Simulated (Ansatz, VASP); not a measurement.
# Bi in VASP and in Ansatz

Contents of INCAR:

```
SYSTEM = Bi
PREC     = Accurate       ! precision mode
ENCUT    = 520            ! plane-wave cutoff, eV
EDIFF    = 1E-6           ! SCF threshold, eV
ISMEAR   = 0              ! smearing method
SIGMA    = 0.02           ! smearing width, eV
LREAL    = .False.        ! projectors in reciprocal space
LASPH    = .True.         ! aspherical terms in the spheres
NELM     = 60             ! most SCF steps
ALGO     = Normal         ! electronic algorithm
ISIF     = 2              ! what is computed and relaxed
LWAVE    = .False.        ! write WAVECAR
LCHARG   = .False.        ! write CHGCAR
LDIPOL   = .True.       
IDIPOL   = 3            
DIPOL    = 0.5 0.5 0.500
GGA      = PE             ! functional
NBANDS   = 22             ! bands
```

The input KPOINTS:

```
regular mesh
0
Gamma
  9 9 1
  0 0 0
```

File POSCAR:

```
Bi
1.0
    4.1400000000      0.0000000000      0.0000000000
   -2.0700000000      3.5853451717      0.0000000000
    0.0000000000      0.0000000000     28.0000000000
Bi
2
Direct
    0.3333333333      0.6666666667      0.5330178571
    0.6666666667      0.3333333333      0.4669821429
```

Input for Ansatz:

```yaml
crystal:
  lattice:
    - [4.14, 0.0, 0.0]
    - [-2.07, 3.5853451717, 0.0]
    - [0.0, 0.0, 28.0]
  atoms:
    - { symbol: Bi, position: [0.3333333333, 0.6666666667, 0.5330178571] }
    - { symbol: Bi, position: [0.6666666667, 0.3333333333, 0.4669821429] }
  periodic: [true, true, false]
basis:
  ecutwfc: 420
kpoints:
  mp_grid: { grid: [9, 9, 1] }
hamiltonian:
  xc: pbe
scf:
  occupations: { method: gaussian, width: 0.02 }
output:
  forces: true
  stress: true
  eigenvalues: true
```

Alike in both runs: task single point; functional PBE; k mesh 9 × 9 × 1; occupations gaussian, width 0.02 eV; no spin polarisation.

|  | VASP | Ansatz |
| --- | --- | --- |
| version | VASP 6.6.1 | Ansatz 0.2.0 |
| potentials or method | VASP PAW PBE potentials, release 64 (Bi_d), cutoff 520 eV | scalar-relativistic, plane waves, PAW |
| valence electrons in the cell | 30 | 30 |

Ansatz gave:

| Item | Value |
| --- | --- |
| gap on the k mesh at the Fermi level (eV) | 0.28 |
| least direct gap on the mesh (eV) | 0.52 |
| rms of the force components (eV/Å) | 0.188 |

Q: Which values does VASP return?

A: gap on the k mesh at the Fermi level (eV): 0.28; least direct gap on the mesh (eV): 0.51; rms of the force components (eV/Å): 0.181.

Atom by atom the forces differ by 0.008 eV/Å (rms over components). The functional is the same, so the differences come from potentials, cutoffs and numerics.

Neither program's run includes spin-orbit coupling.
